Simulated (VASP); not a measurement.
**TePb: electric field gradients with PBEsol**

Crystal: TePb.

```
Te Pb
1.0
     4.00229    0.00000    0.00000
     0.00000    4.00229    0.00000
     0.00000    0.00000    4.00229
Te Pb
1 1
Direct
  0.50000 0.50000 0.50000
  0.00000 0.00000 0.00000
```

```
Program                : VASP 6.6.1
Task                   : electric field gradients
Functional             : PBEsol
Potentials or basis    : VASP PAW PBE potentials, release 64 (Te, Pb_d)
Cutoff                 : 400 eV
k mesh                 : 9 × 9 × 9
Occupations            : fermi-dirac, width 0.05 eV
Spin                   : no spin polarisation
Dipole correction      : no
Further INCAR settings : ALGO = Normal; EDIFF = 1e-08; NBANDS = 17
```

```yaml
Pressure: -3.0 GPa
Band_gap_on_the_k_mesh: zero (band 10 reaches 6.41 eV, above the bottom of band 11 at 5.43 eV)
```

Levels at points of the mesh, in eV from the Fermi level:
```
           k point  band 7  band 8  band 9  band 10  band 11  band 12  band 13  band 14
(0.00, 0.00, 0.00)   -6.69   -1.48   -1.48    -1.48     4.06     4.06     5.34     5.34
```

Wall time 15 s on 1 thread of AMD EPYC 9R45 96-Core Processor (Zen 5), on a shared host, peak memory 0.14 GiB.

Caveat: without QUAD_EFG the Cq values of the log hold for a quadrupole moment of 1 mb, not for the nuclei; the PAW data sets were made with another functional, which shifts forces and pressure a little; spin-orbit coupling is left out, which moves the levels of the heavy elements.
